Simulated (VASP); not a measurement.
# Zn2S (P4/mmm) in VASP: further runs

The runs below take Zn2S through relaxation of cell and atoms, single point, with PBE.

Everything below comes from runs of VASP 6.6.1. Logs are shortened: lines on timing, memory, paths and dates and some standing lists are left out, and cuts for length are marked.

### Step 1. The cell of the first run

It takes space group P4/mmm (No. 123, tetragonal). The conventional cell has a = 3.934 Å, b = 3.934 Å, c = 3.941 Å, α = 90.00°, β = 90.00°, γ = 90.00°. Zn (site symmetry mmm) has 2 S at 1.97 Å within 2.6 Å. Within 2.6 Å of S (site symmetry 4/mmm) lie 4 Zn at 1.97 Å.

The cell was built from a structure type or drawn by symmetry, and may not be a known phase.

### Step 2. Relaxation of cell and atoms, PBE

Input file INCAR:

```
SYSTEM = Zn2S
ALGO     = Normal         ! electronic algorithm
EDIFF    = 1E-7           ! SCF threshold, eV
EDIFFG   = -0.04          ! ionic threshold
ENCUT    = 600            ! plane-wave cutoff, eV
GGA      = PE             ! functional
IBRION   = 2              ! ionic algorithm
ISIF     = 3              ! what is computed and relaxed
ISMEAR   = 0              ! smearing method
LASPH    = .TRUE.         ! aspherical terms in the spheres
LCHARG   = .FALSE.        ! write CHGCAR
LREAL    = .FALSE.        ! projectors in reciprocal space
LWAVE    = .FALSE.        ! write WAVECAR
NELM     = 60             ! most SCF steps
NSW      = 90             ! ionic steps
PREC     = Accurate       ! precision mode
SIGMA    = 0.1            ! smearing width, eV
```

Input file KPOINTS:

```
k-points
0
G
  4 4 4
  0 0 0
```

Input file POSCAR:

```
Zn2S
1.0
    3.9342608700      0.0000000000      0.0000000000
    0.0000000000      3.9342608700      0.0000000000
    0.0000000000      0.0000000000      3.9405014000
Zn S
2 1
Direct
    0.0000000000      0.5000000000      0.0000000000
    0.5000000000      0.0000000000      0.0000000000
    0.5000000000      0.5000000000      0.0000000000
```

Potentials or basis: VASP PAW PBE potentials, release 64 (Zn, S).

The run is started by

```sh
$ cat potpaw_PBE.64/Zn/POTCAR potpaw_PBE.64/S/POTCAR > POTCAR
$ mpirun -np 1 vasp_std > vasp.out
```

OUTCAR:

```text
SYSTEM = Zn2S
   EDIFF = 1E-7
   EDIFFG = -0.04
   ENCUT = 600
   GGA = PE
   IBRION = 2
   ISIF = 3
   ISMEAR = 0
   LASPH = .TRUE.
   LREAL = .FALSE.
   NELM = 60
   NSW = 90
   PREC = Accurate

 ion  position               nearest neighbor table
   1  0.000  0.500  0.000-   3 1.97   3 1.97   2 2.78   2 2.78   2 2.78   2 2.78
   2  0.500  0.000  0.000-   3 1.97   3 1.97   1 2.78   1 2.78   1 2.78   1 2.78
   3  0.500  0.500  0.000-   1 1.97   2 1.97   2 1.97   1 1.97

  LATTYP: Found a simple tetragonal cell.
 ALAT       =     3.9342608700
 C/A-ratio  =     1.0015862014

  Lattice vectors:

 A1 = (   3.9342608700,   0.0000000000,   0.0000000000)
 A2 = (   0.0000000000,   3.9342608700,   0.0000000000)
 A3 = (   0.0000000000,   0.0000000000,   3.9405014000)

Analysis of symmetry for initial positions (statically):
=====================================================================
 Subroutine PRICEL returns:
 Original cell was already a primitive cell.

 Routine SETGRP: Setting up the symmetry group for a
 simple tetragonal supercell.

 Subroutine GETGRP returns: Found 16 space group operations
 (whereof 16 operations were pure point group operations)
 out of a pool of 16 trial point group operations.

The static configuration has the point symmetry D_4h.

Analysis of symmetry for dynamics (positions and initial velocities):
=====================================================================
 Subroutine PRICEL returns:
 Original cell was already a primitive cell.

 Routine SETGRP: Setting up the symmetry group for a
 simple tetragonal supercell.

 Subroutine GETGRP returns: Found 16 space group operations
 (whereof 16 operations were pure point group operations)
 out of a pool of 16 trial point group operations.

The dynamic configuration has the point symmetry D_4h.

 Subroutine INISYM returns: Found 16 space group operations
 (whereof 16 operations are pure point group operations),
 and found     1 'primitive' translations

----------------------------------------------------------------------------------------

                                     Primitive cell

  volume of cell :      60.9927

  direct lattice vectors                    reciprocal lattice vectors
     3.934260870  0.000000000  0.000000000     0.254177349  0.000000000  0.000000000
     0.000000000  3.934260870  0.000000000     0.000000000  0.254177349  0.000000000
     0.000000000  0.000000000  3.940501400     0.000000000  0.000000000  0.253774811
[... 84 lines left out ...]
   NFREE  =      1    steps in history (QN), initial steepest desc. (CG)
   ISIF   =      3    stress and relaxation
   ISYM   =      2    0-nonsym 1-usesym 2-fastsym
   POTIM  = 0.5000    time-step for ionic-motion
   TEBEG  =    0.0;   TEEND  =   0.0 temperature during run
   PSTRESS=    0.0 pullay stress
   NELECT =      30.0000    total number of electrons
   NUPDOWN=      -1.0000    fix difference up-down
   EMIN   =  10.00;   EMAX   =-10.00  energy-range for DOS
   EFERMI =   0.00;   METHOD = LEGACY
   ISMEAR =     0;   SIGMA  =   0.10  broadening in eV -4-tet -1-fermi 0-gaus
   EFERMI_NEDOS =   21; number of points for ismear=-14 and -15
   IALGO  =     38    algorithm
   IMIX   =      4    mixing-type and parameters
     AMIX     =   0.40;   BMIX     =  1.00
     AMIX_MAG =   1.60;   BMIX_MAG =  1.00
  volume/ion in A,a.u.               =      20.33       137.20
  Fermi-wavevector in a.u.,A,eV,Ry     =   1.292278  2.442052 22.721494  1.669983
  Thomas-Fermi vector in A             =   2.423996
   LORBIT       =      0    0 simple, 1 ext, 2 COOP (PROOUT), +10 PAW based schemes
   GGA     = PE    functional components
   LHFCALC =     F    Hartree Fock is set to
   AEXX    =    0.0000 exact exchange contribution
   IVDW    =     0    specifies the selected vdW correction
   LEPSILON=     F    determine dielectric tensor
   LRPA    =     F    only Hartree local field effects (RPA)
 conjugate gradient relaxation of ions
 non-spin polarized calculation
 Gauss-broadening in eV      SIGMA  =   0.10
  energy-cutoff  :      600.00
  volume of cell :       60.99
 maximum number of plane-waves:      2048
 NGX is ok and might be reduce to    32
   NGX = 15   NGY = 15   NGZ = 15

--------------------------------------- Ionic step        1  -------------------------------------------

 number of electron      29.9999990 magnetization

 Free energy of the ion-electron system (eV)
  ---------------------------------------------------
  ext. energy  EPLUGINS =         0.00000000
  ---------------------------------------------------
  free energy    TOTEN  =        -1.89235699 eV

  energy without entropy =       -1.88538326  energy(sigma->0) =       -1.88887013

------------------------ aborting loop because EDIFF is reached ----------------------------------------

  FORCE on cell =-STRESS in cart. coord.  units (eV):
  Direction    XX          YY          ZZ          XY          YZ          ZX
  --------------------------------------------------------------------------------------
  -------------------------------------------------------------------------------------
  Total       22.7245649     22.7245649     -0.5990296      0.0000000      0.0000000      0.0000000
  in kB      596.9368185    596.9368185    -15.7355199      0.0000000      0.0000000      0.0000000
  external PRESSURE =     392.7127057 kB  Pullay stress =       0.0000000 kB
[... 24 lines left out ...]
--------------------------------------- Ionic step        2  -------------------------------------------

 number of electron      30.0000136 magnetization

 E-fermi :  -0.5318     XC(G=0):  -6.9949

 val. band max:       -0.5581364085   @ k =   0.2500   0.0000   0.2500
 cond. band min:      -0.5240402510   @ k =   0.5000   0.2500   0.2500
 fundamental gap:      0.0340961575
 Fermi energy:        -0.5318337942

 k-point     1 :       0.0000    0.0000    0.0000
  band No.  band energies     occupation
      1     -12.7071      2.00000
      2      -7.3668      2.00000
      3      -7.3345      2.00000
      4      -7.3132      2.00000
      5      -7.2940      2.00000
      6      -7.2940      2.00000
[... 569 lines left out ...]
--------------------------------------- Ionic step        7  -------------------------------------------

 number of electron      29.9999927 magnetization

 Free energy of the ion-electron system (eV)
  ---------------------------------------------------
  ext. energy  EPLUGINS =         0.00000000
  ---------------------------------------------------
  free energy    TOTEN  =        -5.15313145 eV

  energy without entropy =       -5.14223754  energy(sigma->0) =       -5.14768450

 E-fermi :   1.0183     XC(G=0):  -7.9390

 val. band max:        0.9003881993   @ k =   0.5000   0.2500   0.0000
 cond. band min:       1.0287236901   @ k =   0.2500   0.0000   0.2500
 fundamental gap:      0.1283354907
 Fermi energy:         1.0182672170

 k-point     1 :       0.0000    0.0000    0.0000
  band No.  band energies     occupation
      1     -13.0970      2.00000
      2      -6.7026      2.00000
      3      -6.5931      2.00000
      4      -6.5618      2.00000
      5      -6.5161      2.00000
      6      -6.5161      2.00000
[... 415 lines left out ...]
  FREE ENERGIE OF THE ION-ELECTRON SYSTEM (eV)
  ---------------------------------------------------
  free  energy   TOTEN  =        -5.1531314535 eV

  energy  without entropy=       -5.1422375412  energy(sigma->0) =       -5.14768450

 reached required accuracy - stopping structural energy minimisation
```

OSZICAR:

```text
N       E                     dE             d eps       ncg     rms          rms(c)
DAV:   1     0.194102712175E+03    0.19410E+03   -0.16414E+04   684   0.224E+03
DAV:   2     0.137357935021E+02   -0.18037E+03   -0.17485E+03   708   0.381E+02
DAV:   3    -0.223474959135E+01   -0.15971E+02   -0.15797E+02   786   0.119E+02
[... 83 lines left out ...]
DAV:   5    -0.515312577055E+01    0.64967E-05   -0.39313E-04   702   0.179E-01    0.228E-02
DAV:   6    -0.515313097669E+01   -0.52061E-05   -0.37723E-05   684   0.532E-02    0.853E-03
DAV:   7    -0.515313119068E+01   -0.21399E-06   -0.82744E-07   756   0.134E-02    0.473E-03
DAV:   8    -0.515313140163E+01   -0.21095E-06   -0.66956E-07   690   0.806E-03    0.129E-03
DAV:   9    -0.515313145354E+01   -0.51912E-07   -0.18387E-07   598   0.544E-03
   7 F= -.51531315E+01 E0= -.51476845E+01  d E =-.113331E-02
```

Run time: 88 s. Hardware: 1 thread of Intel Xeon Platinum 8259CL at 2.50GHz (Skylake/Cascade Lake), shared host; peak memory 0.19 GiB.

Results:

```
Free energy                           : -5.1531 eV
Relaxed volume                        : 29.59 Å³/atom
Relaxed cell                          : a = 4.781 Å, b = 4.781 Å, c = 3.883 Å, α = 90.00°, β = 90.00°, γ = 90.00°
Space group after relaxing (to 0.1 Å) : P4/mmm (No. 123)
Energy gained by relaxing             : 1086.9 meV/atom
Ionic steps                           : 7
Pressure after relaxing               : 0.0 GPa
Band gap on the k mesh                : zero (bands 15 and 16 overlap by 2.16 eV)
```

Step by step:
```
step  energy change (eV)  largest force (eV/Å)  pressure (GPa)  volume (Å³)
   1              0.0000                0.0000           39.27        60.99
   2             -2.7170                0.0000           -3.95       112.62
   3             -3.2462                0.0000            0.87        86.79
   4             -3.2585                0.0000           -0.40        90.56
   5             -3.2596                0.0000           -0.05        89.58
   6             -3.2600                0.0000           -0.03        89.38
   7             -3.2608                0.0000           -0.01        88.76
```

Final structure:
```cif
data_structure
_symmetry_space_group_name_H-M 'P 1'
_symmetry_Int_Tables_number 1
_cell_length_a 4.7812
_cell_length_b 4.7812
_cell_length_c 3.8830
_cell_angle_alpha 90.000
_cell_angle_beta 90.000
_cell_angle_gamma 90.000
_cell_volume 88.76
loop_
_atom_site_label
_atom_site_type_symbol
_atom_site_fract_x
_atom_site_fract_y
_atom_site_fract_z
_atom_site_occupancy
Zn1 Zn 0.00000 0.50000 0.00000 1
Zn2 Zn 0.50000 0.00000 0.00000 1
S1 S 0.50000 0.50000 0.00000 1
```

Caveat: the k points lie up to 0.40 Å⁻¹ apart in the final cell, too coarse for converged energies and pressures of a metal; the volume moved by over 15 % at a fixed basis, so the end points are rough.

### Step 3. Single point, PBE

This run uses another cell than the first one, of 30.63 Å³/atom.

Input file INCAR:

```
  PREC = Accurate
  ENCUT = 520
  EDIFF = 1E-6
  ISMEAR = 0
  SIGMA = 0.1
  LREAL = False
  LASPH = True
  NELM = 80
  ALGO = Normal
  ISIF = 2
  LWAVE = False
  LCHARG = False
  GGA = PE
  NBANDS = 22
```

Input file KPOINTS:

```
regular mesh
0
Gamma
  10 10 12
```

Input file POSCAR:

```
Zn2S
1.0
    4.7910343238      0.0000000000      0.0000000000
    0.0000000000      4.7910343238      0.0000000000
    0.0000000000      0.0000000000      4.0029997461
Zn S
2 1
Direct
    0.0000000000      0.5000000000      0.0000000000
    0.5000000000      0.0000000000      0.0000000000
    0.5000000000      0.5000000000      0.0000000000
```

Potentials or basis: VASP PAW PBE potentials, release 64 (Zn, S).

The run is started by

```sh
$ cat potpaw_PBE.64/Zn/POTCAR potpaw_PBE.64/S/POTCAR > POTCAR
$ mpirun -np 1 vasp_std > vasp.out
```

Run time: 2.3 min. Hardware: 1 thread of Intel Xeon Platinum 8259CL at 2.50GHz (Skylake/Cascade Lake), shared host; peak memory 0.37 GiB.

Results (log left out):

- Free energy: -5.3502 eV
- Pressure: 0.1 GPa
- Band gap on the k mesh: zero (bands 15 and 16 overlap by 2.18 eV)

Stress tensor (GPa, compression positive):
```
0.14 0.00 0.00
0.00 0.14 0.00
0.00 0.00 0.01
```

Levels at points of the mesh, in eV from the Fermi level:
```tsv
k point	band 13	band 14	band 15	band 16	band 17	band 18
(0.00, 0.00, 0.00)	-4.66	-2.83	-2.30	-1.37	4.30	4.30
(0.50, 0.00, 0.00)	-4.26	-1.98	-1.91	1.37	2.59	3.99
(0.50, 0.50, 0.00)	-5.32	-1.68	-0.97	2.59	2.59	4.93
(0.00, 0.00, 0.50)	-4.47	-3.92	-1.82	-0.51	1.88	3.61
(0.50, 0.00, 0.50)	-4.10	-3.35	-0.97	0.58	2.35	3.00
(0.50, 0.50, 0.50)	-4.88	-2.84	-0.04	1.15	1.15	3.60
```
